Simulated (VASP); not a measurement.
Here is a VASP 6.6.1 calculation.

INCAR

```
  PREC = Accurate
  ENCUT = 520
  EDIFF = 1E-6
  ISMEAR = 0
  SIGMA = 0.1
  LREAL = F
  LASPH = T
  NELM = 100
  ALGO = Normal
  ISIF = 2
  LWAVE = F
  LCHARG = T
  GGA = PE
  LELF = T
  LVHAR = T
  NBANDS = 18
```

Contents of KPOINTS:

```
regular mesh
0
Gamma
  4 4 4
```

The input POSCAR:

```
Al4Cl
1.0
    4.7449204302      0.0000000000      0.0000000000
    0.0000000000      4.7449204302      0.0000000000
    0.0000000000      0.0000000000      4.7449204302
Al Cl
4 1
Direct
    0.3014437046      0.3014437046      0.3014437046
    0.6985562954      0.6985562954      0.3014437046
    0.6985562954      0.3014437046      0.6985562954
    0.3014437046      0.6985562954      0.6985562954
    0.0000000000      0.0000000000      0.0000000000
```

Potentials or basis: VASP PAW PBE potentials, release 64 (Al, Cl).

The run is started by

```bash
$ cat potpaw_PBE.64/Al/POTCAR potpaw_PBE.64/Cl/POTCAR > POTCAR
$ mpirun -np 1 vasp_std > vasp.out
```

(1) Predict the largest force.

(2) What does it give for the band gap on the k mesh?

(3) Predict the pressure.

Results:

(1) 0.005 eV/Å.

(2) zero (an odd number of electrons rules out a gap without spin polarisation).

(3) 0.0 GPa.

Caveat: an odd number of electrons without spin polarisation forces a metal; a magnetic or distorted state may lie lower.
